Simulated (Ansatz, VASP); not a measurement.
Two plane-wave programs on ZnS

```
Zn S
1.0
     0.00000    2.67826    2.67826
     2.67826    0.00000    2.67826
     2.67826    2.67826    0.00000
Zn S
1 1
Direct
  0.00000 0.00000 0.00000
  0.75000 0.75000 0.75000
```

Alike in both runs: task single point; functional PBEsol; k mesh 10 × 10 × 10; occupations gaussian, width 0.05 eV; no spin polarisation.

|  | VASP | Ansatz |
| --- | --- | --- |
| version | VASP 6.6.1 | Ansatz 0.2.0 |
| potentials or method | VASP PAW PBE potentials, release 64 (Zn, S), cutoff 520 eV | scalar-relativistic, plane waves, PAW |
| valence electrons in the cell | 18 | 18 |

|  | VASP | Ansatz | Ansatz less VASP |
| --- | --- | --- | --- |
| gap on the k mesh at the Fermi level (eV) | 2.09 | 2.09 | -0.007 |
| least direct gap on the mesh (eV) | 2.09 | 2.09 | -0.007 |
| pressure (GPa) | 0.2 | 0.0 | -0.20 |

VASP's potentials were made for PBE, not for PBEsol.
